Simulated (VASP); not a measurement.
# ZnS (F-43m) in VASP: settings compared

Aim: see how the results for ZnS move with the level of theory and the settings. Levels: LDA, BLYP. Tasks: single point.

Program: VASP 6.6.1. These are calculated values, not measurements. Logs are shortened: lines on timing, memory, paths and dates and some standing lists are left out, and cuts for length are marked.

## 1. The cell of the first run

The structure is cubic, space group F-43m (No. 216). Conventional cell: a = 5.404 Å, b = 5.404 Å, c = 5.404 Å, α = 90.00°, β = 90.00°, γ = 90.00°. Zn (site symmetry -43m) has 4 S at 2.34 Å within 3.1 Å. S (site symmetry -43m) has 4 Zn at 2.34 Å within 3.1 Å.

## 2. Single point, LDA

File INCAR:

```
ALGO = Normal
EDIFF = 1E-7
ENCUT = 520
ISIF = 2
ISMEAR = 0
LASPH = True
LCHARG = False
LREAL = False
LWAVE = False
NBANDS = 16
NELM = 60
PREC = Accurate
SIGMA = 0.01
```

File KPOINTS:

```
k-points
0
Gamma
  6 6 6
```

File POSCAR:

```
ZnS
1.0
    0.0000000000      2.7020000000      2.7020000000
    2.7020000000      0.0000000000      2.7020000000
    2.7020000000      2.7020000000      0.0000000000
Zn S
1 1
Direct
    0.2500000000      0.2500000000      0.2500000000
    0.0000000000      0.0000000000      0.0000000000
```

Potentials or basis: VASP PAW LDA potentials, release 64 (Zn, S).

Run with:

```
cat potpaw_LDA.64/Zn/POTCAR potpaw_LDA.64/S/POTCAR > POTCAR
mpirun -np 1 vasp_std > vasp.out
```

OUTCAR:

```text
EDIFF = 1E-7
   ENCUT = 520
   ISIF = 2
   ISMEAR = 0
   LASPH = True
   LREAL = False
   NELM = 60
   PREC = Accurate

 ion  position               nearest neighbor table
   1  0.250  0.250  0.250-   2 2.34   2 2.34   2 2.34   2 2.34
   2  0.000  0.000  0.000-   1 2.34   1 2.34   1 2.34   1 2.34

  LATTYP: Found a face centered cubic cell.
 ALAT       =     5.4040000000

  Lattice vectors:

 A1 = (   0.0000000000,   2.7020000000,   2.7020000000)
 A2 = (   2.7020000000,   0.0000000000,   2.7020000000)
 A3 = (   2.7020000000,   2.7020000000,   0.0000000000)

Analysis of symmetry for initial positions (statically):
=====================================================================
 Subroutine PRICEL returns:
 Original cell was already a primitive cell.

 Routine SETGRP: Setting up the symmetry group for a
 face centered cubic supercell.

 Subroutine GETGRP returns: Found 24 space group operations
 (whereof 24 operations were pure point group operations)
 out of a pool of 48 trial point group operations.

The static configuration has the point symmetry T_d .

Analysis of symmetry for dynamics (positions and initial velocities):
=====================================================================
 Subroutine PRICEL returns:
 Original cell was already a primitive cell.

 Routine SETGRP: Setting up the symmetry group for a
 face centered cubic supercell.

 Subroutine GETGRP returns: Found 24 space group operations
 (whereof 24 operations were pure point group operations)
 out of a pool of 48 trial point group operations.

The dynamic configuration has the point symmetry T_d .

 Subroutine INISYM returns: Found 24 space group operations
 (whereof 24 operations are pure point group operations),
 and found     1 'primitive' translations

----------------------------------------------------------------------------------------

                                     Primitive cell

  volume of cell :      39.4535

  direct lattice vectors                    reciprocal lattice vectors
     0.000000000  2.702000000  2.702000000    -0.185048113  0.185048113  0.185048113
     2.702000000  0.000000000  2.702000000     0.185048113 -0.185048113  0.185048113
     2.702000000  2.702000000  0.000000000     0.185048113  0.185048113 -0.185048113

  length of vectors
     3.821205046  3.821205046  3.821205046     0.320512733  0.320512733  0.320512733

[... 68 lines left out ...]
   LASPH  =      T    aspherical Exc in radial PAW
   ENCUT  =  520.0 eV  38.22 Ry    6.18 a.u.   7.10  7.10  7.10*2*pi/ulx,y,z
   NELM   =     60;   NELMIN=  2; NELMDL= -5     # of ELM steps
   EDIFF  = 0.1E-06   stopping-criterion for ELM
   LREAL  =      F    real-space projection
   EDIFFG = 0.1E-05   stopping-criterion for IOM
   NSW    =      0    number of steps for IOM
   IBRION =     -1    ionic relax: 0-MD 1-quasi-New 2-CG
   NFREE  =      0    steps in history (QN), initial steepest desc. (CG)
   ISIF   =      2    stress and relaxation
   ISYM   =      2    0-nonsym 1-usesym 2-fastsym
   POTIM  = 0.5000    time-step for ionic-motion
   TEBEG  =    0.0;   TEEND  =   0.0 temperature during run
   PSTRESS=    0.0 pullay stress
   NELECT =      18.0000    total number of electrons
   NUPDOWN=      -1.0000    fix difference up-down
   EMIN   =  10.00;   EMAX   =-10.00  energy-range for DOS
   EFERMI =   0.00;   METHOD = LEGACY
   ISMEAR =     0;   SIGMA  =   0.01  broadening in eV -4-tet -1-fermi 0-gaus
   EFERMI_NEDOS =   21; number of points for ismear=-14 and -15
   IALGO  =     38    algorithm
   IMIX   =      4    mixing-type and parameters
     AMIX     =   0.40;   BMIX     =  1.00
     AMIX_MAG =   1.60;   BMIX_MAG =  1.00
  volume/ion in A,a.u.               =      19.73       133.12
  Fermi-wavevector in a.u.,A,eV,Ry     =   1.260290  2.381602 21.610537  1.588330
  Thomas-Fermi vector in A             =   2.393807
   LORBIT       =      0    0 simple, 1 ext, 2 COOP (PROOUT), +10 PAW based schemes
   GGA     = CA    functional components
   LHFCALC =     F    Hartree Fock is set to
   AEXX    =    0.0000 exact exchange contribution
   IVDW    =     0    specifies the selected vdW correction
   LEPSILON=     F    determine dielectric tensor
   LRPA    =     F    only Hartree local field effects (RPA)
 non-spin polarized calculation
 Gauss-broadening in eV      SIGMA  =   0.01
  energy-cutoff  :      520.00
  volume of cell :       39.45
 maximum number of plane-waves:      1073
   NGX = 15   NGY = 15   NGZ = 15

 number of electron      18.0000000 magnetization

 Free energy of the ion-electron system (eV)
  ---------------------------------------------------
  ext. energy  EPLUGINS =         0.00000000
  ---------------------------------------------------
  free energy    TOTEN  =        -8.17329960 eV

  energy without entropy =       -8.17329960  energy(sigma->0) =       -8.17329960

 E-fermi :   1.9817     XC(G=0): -10.0384

 val. band max:        1.9280293638   @ k =   0.0000   0.0000   0.0000
 cond. band min:       3.8153401139   @ k =   0.0000   0.0000   0.0000
 fundamental gap:      1.8873107501
 Fermi energy:         1.9817491248

 k-point     1 :       0.0000    0.0000    0.0000
  band No.  band energies     occupation
      1     -11.1806      2.00000
      2      -4.5712      2.00000
      3      -4.5712      2.00000
      4      -4.5712      2.00000
      5      -4.0902      2.00000
      6      -4.0902      2.00000
[... 281 lines left out ...]
      3      -4.2883      2.00000
      4      -4.1992      2.00000
      5      -4.0669      2.00000
      6      -3.7253      2.00000
[... 8 lines left out ...]
     15      15.8148      0.00000
     16      16.5986      0.00000

------------------------ aborting loop because EDIFF is reached ----------------------------------------

  FORCE on cell =-STRESS in cart. coord.  units (eV):
  Direction    XX          YY          ZZ          XY          YZ          ZX
  --------------------------------------------------------------------------------------
  -------------------------------------------------------------------------------------
  Total       -1.0658622     -1.0658622     -1.0658622      0.0000000      0.0000000     -0.0000000
  in kB      -43.2838242    -43.2838242    -43.2838242      0.0000000      0.0000000     -0.0000000
  external PRESSURE =     -43.2838242 kB  Pullay stress =       0.0000000 kB

 VOLUME and BASIS-vectors are now :
 -----------------------------------------------------------------------------
  energy-cutoff  :      520.00
  volume of cell :       39.45
      direct lattice vectors                 reciprocal lattice vectors
     0.000000000  2.702000000  2.702000000    -0.185048113  0.185048113  0.185048113
     2.702000000  0.000000000  2.702000000     0.185048113 -0.185048113  0.185048113
     2.702000000  2.702000000  0.000000000     0.185048113  0.185048113 -0.185048113

 POSITION                                       TOTAL-FORCE (eV/Angst)
 -----------------------------------------------------------------------------------
      1.35100      1.35100      1.35100         0.000000     -0.000000     -0.000000
      0.00000      0.00000      0.00000        -0.000000      0.000000      0.000000
 -----------------------------------------------------------------------------------
    total drift:                               -0.000000     -0.000000     -0.000000

  FREE ENERGIE OF THE ION-ELECTRON SYSTEM (eV)
  ---------------------------------------------------
  free  energy   TOTEN  =        -8.1732996028 eV

  energy  without entropy=       -8.1732996028  energy(sigma->0) =       -8.17329960
```

stdout:

```text
POSCAR found type information on POSCAR ZnS
 POSCAR found :  2 types and       2 ions
 scaLAPACK will be used
 LDA part: xc-table for (Slater(with rela. corr.)+CA(PZ))
 , standard interpolation
 POSCAR, INCAR and KPOINTS ok, starting setup
 FFT: planning ... GRIDC
 FFT: planning ... GRID_SOFT
 FFT: planning ... GRID
 WAVECAR not read
 entering main loop
```

Wall time 17 s (1 thread of AMD EPYC 7R13, shared host); peak memory 0.11 GiB.

What came out:

```
Free energy            : -8.1733 eV
Pressure               : -4.3 GPa
Band gap on the k mesh : 1.89 eV, direct
```

A hybrid or GW would open this gap; LDA tends to underestimate it.

## 3. Single point, BLYP

File INCAR:

```
PREC = Accurate
ENCUT = 520
EDIFF = 1E-6
ISMEAR = 0
SIGMA = 0.01
LREAL = False
LASPH = True
NELM = 100
ALGO = Normal
ISIF = 2
LWAVE = False
LCHARG = False
GGA = B5
ALDAX = 1.0
AGGAX = 1.0
AGGAC = 1.0
ALDAC = 0.0
NBANDS = 16
```

File KPOINTS:

```
regular mesh
0
Gamma
  6 6 6
```

POSCAR is that of step 2.

Potentials or basis: VASP PAW PBE potentials, release 64 (Zn, S).

Run with:

```
cat potpaw_PBE.64/Zn/POTCAR potpaw_PBE.64/S/POTCAR > POTCAR
mpirun -np 1 vasp_std > vasp.out
```

Run time: 29 s. Hardware: 1 thread of AMD EPYC 7R13, shared host; peak memory 0.12 GiB.

The run converged. Its results:

```
Free energy            : -5.7781 eV
Pressure               : 5.5 GPa
Band gap on the k mesh : 2.12 eV, direct
```

Levels at points of the mesh, in eV from the valence-band top:
```csv
k point,band 6,band 7,band 8,band 9,band 10,band 11,band 12,band 13
"(0.00, 0.00, 0.00)",-5.95,0.00,0.00,0.00,2.12,6.45,6.45,6.45
"(0.50, 0.00, 0.00)",-5.75,-5.24,-0.86,-0.86,3.32,7.00,7.00,9.01
"(0.50, 0.50, 0.00)",-5.73,-4.57,-2.19,-2.19,3.56,4.12,11.02,11.96
```

Caveat: the PAW data sets were made with another functional, which shifts forces and pressure a little.
